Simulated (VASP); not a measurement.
**InP: single point with PBE**

Crystal: InP.

```
In P
1.0
     0.00000    3.03848    3.03848
     3.03848    0.00000    3.03848
     3.03848    3.03848    0.00000
In P
1 1
Direct
  0.00000 0.00000 0.00000
  0.25000 0.25000 0.25000
```

This cell differs from its parent crystal: volume scaled by 1.06.

```
Program                : VASP 6.6.1
Task                   : single point
Functional             : PBE
Potentials or basis    : VASP PAW PBE potentials, release 64 (In_d, P)
Cutoff                 : 520 eV
k mesh                 : 10 × 10 × 10
Occupations            : gaussian, width 0.02 eV
Spin                   : no spin polarisation
Dipole correction      : no
Further INCAR settings : ALGO = Normal; EDIFF = 1e-07; NBANDS = 16
```

```json
{"Pressure": "-3.1 GPa", "Band gap on the k mesh": "0.12 eV, direct"}
```

Levels at points of the mesh, in eV from the valence-band top:
```csv
k point,band 7,band 8,band 9,band 10,band 11,band 12
"(0.00, 0.00, 0.00)",0.00,0.00,0.00,0.12,4.07,4.07
"(0.50, 0.00, 0.00)",-5.20,-0.82,-0.82,1.24,4.78,4.78
"(0.50, 0.50, 0.00)",-5.31,-1.98,-1.98,1.93,2.24,8.57
```

Wall time 53 s on 1 thread of Intel Xeon 8259CL (shared host), peak memory 0.2 GiB.

Caveat: spin-orbit coupling is left out, which moves the levels of the heavy elements.
